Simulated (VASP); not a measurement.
# SrH12Br2O6 (P321) in VASP: single point with PBE

Aim: the single point of SrH12Br2O6 with PBE.

Program: VASP 6.6.1. These are calculated values, not measurements. Logs are shortened: lines on timing, memory, paths and dates and some standing lists are left out, and cuts for length are marked.

## Step 1: The cell of the first run

It takes space group P321 (No. 150, trigonal). The conventional cell has a = 8.204 Å, b = 8.204 Å, c = 4.159 Å, α = 90.00°, β = 90.00°, γ = 120.00°. Sr (site symmetry 32) has 9 O at 2.57 to 2.73 Å and 18 H at 3.22 to 3.29 Å within 3.4 Å. Within 1.3 Å of H (site symmetry 1) lie 1 O at 0.98 Å. H (site symmetry 1) has 1 O at 0.99 Å within 1.3 Å. Br (site symmetry 3) has 6 H at 2.35 to 2.38 Å within 3.1 Å. O (site symmetry 2) has 2 H at 0.99 Å within 1.3 Å. Within 1.3 Å of O (site symmetry 2) lie 2 H at 0.98 Å.

## Step 2: Single point, PBE

INCAR reads:

```
  PREC = Accurate
  ENCUT = 1340
  EDIFF = 1E-6
  ISMEAR = -1
  SIGMA = 0.02
  LREAL = Auto
  LASPH = True
  NELM = 120
  ALGO = Normal
  ISIF = 2
  LWAVE = False
  LCHARG = False
  GGA = PE
  NBANDS = 52
  GGA_COMPAT = False
```

KPOINTS reads:

```
regular mesh
0
Gamma
  3 3 5
```

POSCAR reads:

```
SrH12Br2O6
1.0
    8.2040000000      0.0000000000      0.0000000000
   -4.1020000000      7.1048724126      0.0000000000
    0.0000000000      0.0000000000      4.1590000000
Sr H Br O
1 12 2 6
Direct
    0.0000000000      0.0000000000      0.0000000000
    0.0958604894      0.4331783092      0.9056337415
    0.5668216908      0.6626821802      0.9056337415
    0.3373178198      0.9041395106      0.9056337415
    0.4331783092      0.0958604894      0.0943662585
    0.6626821802      0.5668216908      0.0943662585
    0.9041395106      0.3373178198      0.0943662585
    0.3446714694      0.2356021041      0.5135799596
    0.7643978959      0.1090693653      0.5135799596
    0.8909306347      0.6553285306      0.5135799596
    0.2356021041      0.3446714694      0.4864200404
    0.1090693653      0.7643978959      0.4864200404
    0.6553285306      0.8909306347      0.4864200404
    0.3333333333      0.6666666667      0.5847148165
    0.6666666667      0.3333333333      0.4152851835
    0.7838876809      0.0000000000      0.5000000000
    0.0000000000      0.7838876809      0.5000000000
    0.2161123191      0.2161123191      0.5000000000
    0.3132492948      0.0000000000      0.0000000000
    0.0000000000      0.3132492948      0.0000000000
    0.6867507052      0.6867507052      0.0000000000
```

Potentials or basis: VASP PAW PBE potentials, release 64 (Sr_sv, H_h, Br, O_h).

On the command line:

```sh
cat potpaw_PBE.64/Sr_sv/POTCAR potpaw_PBE.64/H_h/POTCAR potpaw_PBE.64/Br/POTCAR potpaw_PBE.64/O_h/POTCAR > POTCAR
mpirun -np 1 vasp_std > vasp.out
```

OUTCAR:

```text
PREC = Accurate
   ENCUT = 1340
   EDIFF = 1E-6
   ISMEAR = -1
   LREAL = Auto
   LASPH = True
   NELM = 120
   ISIF = 2
   GGA = PE

 ion  position               nearest neighbor table
   1  0.000  0.000  0.000-  20 2.57  21 2.57  19 2.57  18 2.73  17 2.73  17 2.73  18 2.73  16 2.73
                            16 2.73
   2  0.096  0.433  0.906-  20 0.98
   3  0.567  0.663  0.906-  21 0.98
   4  0.337  0.904  0.906-  19 0.98
   5  0.433  0.096  0.094-  19 0.98
   6  0.663  0.567  0.094-  21 0.98
   7  0.904  0.337  0.094-  20 0.98
   8  0.345  0.236  0.514-  18 0.99
   9  0.764  0.109  0.514-  16 0.99
  10  0.891  0.655  0.514-  17 0.99
  11  0.236  0.345  0.486-  18 0.99
  12  0.109  0.764  0.486-  17 0.99
  13  0.655  0.891  0.486-  16 0.99
  14  0.333  0.667  0.585-
  15  0.667  0.333  0.415-
  16  0.784  0.000  0.500-  13 0.99   9 0.99   1 2.73   1 2.73
  17  0.000  0.784  0.500-  10 0.99  12 0.99   1 2.73   1 2.73
  18  0.216  0.216  0.500-  11 0.99   8 0.99   1 2.73   1 2.73
  19  0.313  0.000  0.000-   4 0.98   5 0.98   1 2.57
  20  0.000  0.313  0.000-   2 0.98   7 0.98   1 2.57
  21  0.687  0.687  0.000-   6 0.98   3 0.98   1 2.57

  LATTYP: Found a hexagonal cell.
 ALAT       =     8.2040000000
 C/A-ratio  =     0.5069478303

  Lattice vectors:

 A1 = (   8.2040000000,   0.0000000000,   0.0000000000)
 A2 = (  -4.1020000000,   7.1048724126,   0.0000000000)
 A3 = (   0.0000000000,   0.0000000000,   4.1590000000)

Analysis of symmetry for initial positions (statically):
=====================================================================
 Subroutine PRICEL returns:
 Original cell was already a primitive cell.

 Routine SETGRP: Setting up the symmetry group for a
 hexagonal supercell.

 Subroutine GETGRP returns: Found  6 space group operations
 (whereof  6 operations were pure point group operations)
 out of a pool of 24 trial point group operations.

The static configuration has the point symmetry D_3 .

Analysis of symmetry for dynamics (positions and initial velocities):
=====================================================================
 Subroutine PRICEL returns:
 Original cell was already a primitive cell.

 Routine SETGRP: Setting up the symmetry group for a
 hexagonal supercell.

 Subroutine GETGRP returns: Found  6 space group operations
 (whereof  6 operations were pure point group operations)
 out of a pool of 24 trial point group operations.

The dynamic configuration has the point symmetry D_3 .

 Subroutine INISYM returns: Found  6 space group operations
 (whereof  6 operations are pure point group operations),
 and found     1 'primitive' translations

----------------------------------------------------------------------------------------

                                     Primitive cell

  volume of cell :     242.4213

  direct lattice vectors                    reciprocal lattice vectors
     8.204000000  0.000000000  0.000000000     0.121891760  0.070374241  0.000000000
    -4.102000000  7.104872413  0.000000000     0.000000000  0.140748481  0.000000000
     0.000000000  0.000000000  4.159000000     0.000000000  0.000000000  0.240442414

  length of vectors
     8.204000000  8.204000000  4.159000000     0.140748481  0.140748481  0.240442414

  position of ions in fractional coordinates (direct lattice)
     0.000000000  0.000000000  0.000000000
     0.095860489  0.433178309  0.905633741
     0.566821691  0.662682180  0.905633741
     0.337317820  0.904139511  0.905633741
     0.433178309  0.095860489  0.094366259
     0.662682180  0.566821691  0.094366259
[... 13 lines left out ...]
     0.000000000  0.313249295  0.000000000
     0.686750705  0.686750705  0.000000000

  ion indices of the primitive-cell ions
   primitive index   ion index
                 1           1
                 2           2
                 3           3
                 4           4
                 5           5
                 6           6
[... 13 lines left out ...]
                20          20
                21          21

----------------------------------------------------------------------------------------

 KPOINTS: regular mesh

Automatic generation of k-mesh.
 Grid dimensions read from file:
 generate k-points for:    3    3    5

 Generating k-lattice:

  Cartesian coordinates                     Fractional coordinates (reciprocal lattice)
     0.040630587  0.023458080  0.000000000     0.333333333 -0.000000000  0.000000000
     0.000000000  0.046916160  0.000000000     0.000000000  0.333333333  0.000000000
     0.000000000  0.000000000  0.048088483     0.000000000  0.000000000  0.200000000

  Length of vectors
     0.046916160  0.046916160  0.048088483

  Shift w.r.t. Gamma in fractional coordinates (k-lattice)
     0.000000000  0.000000000  0.000000000

 Subroutine IBZKPT returns following result:
 ===========================================

 Found     11 irreducible k-points:

 Following reciprocal coordinates:
            Coordinates               Weight
  0.000000  0.000000  0.000000      1.000000
  0.333333  0.000000  0.000000      6.000000
  0.333333  0.333333  0.000000      2.000000
  0.000000  0.000000  0.200000      2.000000
  0.333333  0.000000  0.200000      6.000000
  0.000000  0.333333  0.200000      6.000000
  0.333333  0.333333  0.200000      4.000000
  0.000000  0.000000  0.400000      2.000000
  0.333333  0.000000  0.400000      6.000000
  0.000000  0.333333  0.400000      6.000000
  0.333333  0.333333  0.400000      4.000000
   k-points           NKPTS =     11   k-points in BZ     NKDIM =     11   number of bands    NBANDS=     52
   number of dos      NEDOS =    301   number of ions     NIONS =     21
   total plane-waves  NPLWV = 480200
   dimension x,y,z NGX =    98 NGY =   98 NGZ =   50
   dimension x,y,z NGXF=   196 NGYF=  196 NGZF=  100
   ions per type =               1  12   2   6
   NGX,Y,Z   is equivalent  to a cutoff of  19.86, 19.86, 19.99 a.u.
   NGXF,Y,Z  is equivalent  to a cutoff of  39.72, 39.72, 39.97 a.u.
 SYSTEM =  unknown system
   PREC   = accura    normal or accurate (medium, high low for compatibility)
   ISTART =      0    job   : 0-new  1-cont  2-samecut
   ICHARG =      2    charge: 1-file 2-atom 10-const
   ISPIN  =      1    spin polarized calculation?
   LNONCOLLINEAR =      F non collinear calculations
   LSORBIT =      F    spin-orbit coupling
   LASPH  =      T    aspherical Exc in radial PAW
   ENCUT  = 1340.0 eV  98.49 Ry    9.92 a.u.  24.49 24.49 12.41*2*pi/ulx,y,z
   NELM   =    120;   NELMIN=  2; NELMDL= -5     # of ELM steps
   EDIFF  = 0.1E-05   stopping-criterion for ELM
   LREAL  =      T    real-space projection
   EDIFFG = 0.1E-04   stopping-criterion for IOM
   NSW    =      0    number of steps for IOM
   IBRION =     -1    ionic relax: 0-MD 1-quasi-New 2-CG
   NFREE  =      0    steps in history (QN), initial steepest desc. (CG)
   ISIF   =      2    stress and relaxation
   ISYM   =      2    0-nonsym 1-usesym 2-fastsym
   POTIM  = 0.5000    time-step for ionic-motion
   TEBEG  =    0.0;   TEEND  =   0.0 temperature during run
   PSTRESS=    0.0 pullay stress
   NELECT =      72.0000    total number of electrons
   NUPDOWN=      -1.0000    fix difference up-down
   EMIN   =  10.00;   EMAX   =-10.00  energy-range for DOS
   EFERMI =   0.00;   METHOD = LEGACY
   ISMEAR =    -1;   SIGMA  =   0.02  broadening in eV -4-tet -1-fermi 0-gaus
   EFERMI_NEDOS =   21; number of points for ismear=-14 and -15
   IALGO  =     38    algorithm
   IMIX   =      4    mixing-type and parameters
     AMIX     =   0.40;   BMIX     =  1.00
     AMIX_MAG =   1.60;   BMIX_MAG =  1.00
  volume/ion in A,a.u.               =      11.54        77.90
  Fermi-wavevector in a.u.,A,eV,Ry     =   1.092267  2.064085 16.232385  1.193047
  Thomas-Fermi vector in A             =   2.228529
   LORBIT       =      0    0 simple, 1 ext, 2 COOP (PROOUT), +10 PAW based schemes
   GGA     = PE    functional components
   LHFCALC =     F    Hartree Fock is set to
   AEXX    =    0.0000 exact exchange contribution
   IVDW    =     0    specifies the selected vdW correction
   LEPSILON=     F    determine dielectric tensor
   LRPA    =     F    only Hartree local field effects (RPA)
 non-spin polarized calculation
  energy-cutoff  :     1340.00
  volume of cell :      242.42
 maximum number of plane-waves:     27103
 NGX is ok and might be reduce to    98
   NGX = 49   NGY = 49   NGZ = 25

 number of electron      72.0000004 magnetization

 Free energy of the ion-electron system (eV)
  ---------------------------------------------------
  ext. energy  EPLUGINS =         0.00000000
  ---------------------------------------------------
  free energy    TOTEN  =      -100.79948009 eV

  energy without entropy =     -100.79948009  energy(sigma->0) =     -100.79948009

 E-fermi :  -0.5198     XC(G=0):  -7.9601

 val. band max:       -1.0407679635   @ k =   0.0000   0.0000   0.0000
 cond. band min:       3.2071864475   @ k =   0.0000   0.0000   0.0000
 fundamental gap:      4.2479544110
 Fermi energy:        -0.5197907494

 k-point     1 :       0.0000    0.0000    0.0000
  band No.  band energies     occupation
      1     -33.5447      2.00000
      2     -20.7824      2.00000
      3     -20.7070      2.00000
      4     -20.7070      2.00000
      5     -20.2835      2.00000
      6     -20.2835      2.00000
[... 40 lines left out ...]
     47       7.8915      0.00000
     48       7.8915      0.00000

 k-point     2 :       0.3333    0.0000    0.0000
  band No.  band energies     occupation
      1     -33.5444      2.00000
      2     -20.7737      2.00000
      3     -20.7159      2.00000
      4     -20.7095      2.00000
      5     -20.2840      2.00000
      6     -20.2824      2.00000
[... 40 lines left out ...]
     47       7.8226      0.00000
     48       7.8583      0.00000

 k-point     3 :       0.3333    0.3333    0.0000
  band No.  band energies     occupation
      1     -33.5444      2.00000
      2     -20.7685      2.00000
      3     -20.7160      2.00000
      4     -20.7160      2.00000
      5     -20.2830      2.00000
      6     -20.2830      2.00000
[... 40 lines left out ...]
     47       7.6297      0.00000
     48       7.8684      0.00000

 k-point     4 :       0.0000    0.0000    0.2000
  band No.  band energies     occupation
      1     -33.5409      2.00000
      2     -20.7850      2.00000
      3     -20.6912      2.00000
      4     -20.6874      2.00000
      5     -20.2891      2.00000
      6     -20.2844      2.00000
[... 295 lines left out ...]
     47       7.8209      0.00000
     48       7.8377      0.00000

 k-point    10 :       0.0000    0.3333    0.4000
  band No.  band energies     occupation
      1     -33.5351      2.00000
      2     -20.7873      2.00000
      3     -20.6631      2.00000
      4     -20.6593      2.00000
      5     -20.2992      2.00000
      6     -20.2939      2.00000
[... 40 lines left out ...]
     47       7.6351      0.00000
     48       7.7610      0.00000

 k-point    11 :       0.3333    0.3333    0.4000
  band No.  band energies     occupation
      1     -33.5351      2.00000
      2     -20.7855      2.00000
      3     -20.6639      2.00000
      4     -20.6606      2.00000
      5     -20.2999      2.00000
      6     -20.2959      2.00000
[... 40 lines left out ...]
     47       7.6517      0.00000
     48       8.0337      0.00000
 [bands above 48 left out]

------------------------ aborting loop because EDIFF is reached ----------------------------------------

  FORCE on cell =-STRESS in cart. coord.  units (eV):
  Direction    XX          YY          ZZ          XY          YZ          ZX
  --------------------------------------------------------------------------------------
  -------------------------------------------------------------------------------------
  Total        0.7045212      0.7045212      0.9890633     -0.0000000      0.0000000      0.0000000
  in kB        4.6562234      4.6562234      6.5367789     -0.0000000      0.0000000      0.0000000
  external PRESSURE =       5.2830752 kB  Pullay stress =       0.0000000 kB

 VOLUME and BASIS-vectors are now :
 -----------------------------------------------------------------------------
  energy-cutoff  :     1340.00
  volume of cell :      242.42
      direct lattice vectors                 reciprocal lattice vectors
     8.204000000  0.000000000  0.000000000     0.121891760  0.070374241  0.000000000
    -4.102000000  7.104872413  0.000000000     0.000000000  0.140748481  0.000000000
     0.000000000  0.000000000  4.159000000     0.000000000  0.000000000  0.240442414

 POSITION                                       TOTAL-FORCE (eV/Angst)
 -----------------------------------------------------------------------------------
      0.00000      0.00000      0.00000         0.000000      0.000000      0.000000
     -0.99046      3.07768      3.76653         0.006845      0.004014     -0.004977
      1.93188      4.70827      3.76653        -0.006899      0.003921     -0.004977
     -0.94142      6.42380      3.76653         0.000054     -0.007935     -0.004977
      3.16058      0.68108      0.39247         0.000054      0.007935      0.004977
      3.11154      4.02720      0.39247         0.006845     -0.004014      0.004977
[... 13 lines left out ...]
     -1.28495      2.22560      0.00000        -0.018646      0.032296     -0.000000
      2.81705      4.87928      0.00000        -0.018646     -0.032296      0.000000
 -----------------------------------------------------------------------------------
    total drift:                                0.000000      0.000000     -0.000000

  FREE ENERGIE OF THE ION-ELECTRON SYSTEM (eV)
  ---------------------------------------------------
  free  energy   TOTEN  =      -100.7994800859 eV

  energy  without entropy=     -100.7994800859  energy(sigma->0) =     -100.79948009
```

Run time: 20 min. Hardware: 1 thread of Intel Xeon Platinum 8175M at 2.50GHz (Skylake/Cascade Lake), shared host; peak memory 1.1 GiB.

Results:

- Free energy: -100.7995 eV
- Pressure: 0.5 GPa
- Largest force: 0.037 eV/Å
- Band gap on the k mesh: 4.25 eV

Forces in eV/Å, atoms in the order of the input:
```
Sr   0.000  0.000  0.000
H    0.007  0.004 -0.005
H   -0.007  0.004 -0.005
H    0.000 -0.008 -0.005
H    0.000  0.008  0.005
H    0.007 -0.004  0.005
H   -0.007 -0.004  0.005
H    0.009 -0.007  0.003
H    0.001  0.011  0.003
H   -0.010 -0.005  0.003
H   -0.010  0.005 -0.003
H    0.009  0.007 -0.003
H    0.001 -0.011 -0.003
Br   0.000  0.000 -0.007
Br   0.000  0.000  0.007
O    0.012  0.000  0.000
O   -0.006  0.010  0.000
O   -0.006 -0.010  0.000
O    0.037  0.000  0.000
O   -0.019  0.032  0.000
O   -0.019 -0.032  0.000
```

Stress tensor (GPa, compression positive):
```
0.47 0.00 0.00
0.00 0.47 0.00
0.00 0.00 0.65
```

Levels at points of the mesh, in eV from the valence-band top:
| k point | band 32 | band 33 | band 34 | band 35 | band 36 | band 37 | band 38 | band 39 | band 40 | band 41 |
| --- | --- | --- | --- | --- | --- | --- | --- | --- | --- | --- |
| (0.00, 0.00, 0.00) | -0.85 | -0.65 | -0.65 | -0.12 | 0.00 | 4.25 | 6.66 | 6.66 | 7.15 | 7.20 |
